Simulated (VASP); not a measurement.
Wanted: the native input for a VASP 6.6.1 run.

- Task: relaxation of cell and atoms
- Functional: PBEsol
- Potentials or basis: VASP PAW PBE potentials, release 64 (Sc_sv, Al)
- Cutoff: 600 eV
- k mesh: 10 × 10 × 10
- Occupations: gaussian, width 0.1 eV
- Spin: no spin polarisation
- Target pressure: 25 GPa
- Dipole correction: no
- Further INCAR settings: ALGO = Fast; EDIFF = 1e-06; IBRION = 2; EDIFFG = -0.008; NSW = 70; ISIF = 3

The structure of ScAl2 lies in POSCAR:

```
ScAl2
1.0
    0.0000000000      3.5378209995      3.5378209995
    3.5378209995      0.0000000000      3.5378209995
    3.5378209995      3.5378209995      0.0000000000
Sc Al
2 4
Direct
    0.5000000000      0.5000000000      0.5000000000
    0.7500000000      0.7500000000      0.7500000000
    0.1250000000      0.1250000000      0.1250000000
    0.6250000000      0.1250000000      0.1250000000
    0.1250000000      0.6250000000      0.1250000000
    0.1250000000      0.1250000000      0.6250000000
```

One way to write it, as run:

INCAR

```
ALGO = Fast
EDIFF = 1E-6
EDIFFG = -0.008
ENCUT = 600
GGA = PS
IBRION = 2
ISIF = 3
ISMEAR = 0
LASPH = True
LCHARG = False
LREAL = False
LWAVE = False
NELM = 100
NSW = 70
PREC = Accurate
PSTRESS = 250.0
SIGMA = 0.1
```

KPOINTS

```
k-points
0
Gamma
  10 10 10
```

Potentials or basis: VASP PAW PBE potentials, release 64 (Sc_sv, Al).

Command:

```console
$ cat potpaw_PBE.64/Sc_sv/POTCAR potpaw_PBE.64/Al/POTCAR > POTCAR
$ mpirun -np 1 vasp_std > vasp.out
```

Results of the run:

- Relaxed volume: 14.77 Å³/atom
- Relaxed cell: a = 5.004 Å, b = 5.004 Å, c = 5.004 Å, α = 60.00°, β = 60.00°, γ = 60.00°
- Space group after relaxing (to 0.1 Å): Fd-3m (No. 227)
- Energy change on relaxing (the run minimises the enthalpy): -1.5 meV/atom
- Ionic steps: 3
- Pressure after relaxing: 25.0 GPa
- Band gap on the k mesh: zero (bands 17 and 18 overlap by 2.79 eV)

Caveat: the cell is relaxed towards a set pressure, so the run minimises the enthalpy, not the energy; the PAW data sets were made with another functional, which shifts forces and pressure a little.

Wall time 2.9 min on 1 thread of AMD EPYC 9R45 96-Core Processor (Zen 5), on a shared host, peak memory 0.27 GiB.
